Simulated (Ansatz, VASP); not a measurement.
**Si in VASP and in Ansatz**

```
CELL_PARAMETERS angstrom
0.00000 2.25246 2.25246
2.25246 0.00000 2.25246
2.25246 2.25246 0.00000
ATOMIC_POSITIONS crystal
Si 0.87500 0.87500 0.87500
Si 0.12500 0.12500 0.12500
```

Change from the starting cell: volume scaled by 0.58, LAPW.

Alike in both runs: task single point; functional LDA; k mesh 12 × 12 × 12; occupations fermi-dirac, width 0.08 eV; no spin polarisation.

|  | VASP | Ansatz |
| --- | --- | --- |
| version | VASP 6.6.1 | Ansatz 0.2.0 |
| potentials or method | VASP PAW LDA potentials, release 64 (Si), cutoff 520 eV | all-electron LAPW, scalar-relativistic |

Ansatz gave:

* pressure (GPa): 151.0

Question: Estimate VASP's values.

Answer: Pressure (GPa): 152.1.

LDA's correlation is that of Perdew and Zunger in VASP and of Perdew and Wang (1992) in Ansatz. Both programs put the cell under a high pressure, so it lies far from rest at this level. Ansatz ran all-electron here, and VASP with PAW potentials.

Noted on VASP's run: the cell as given lies far from equilibrium.
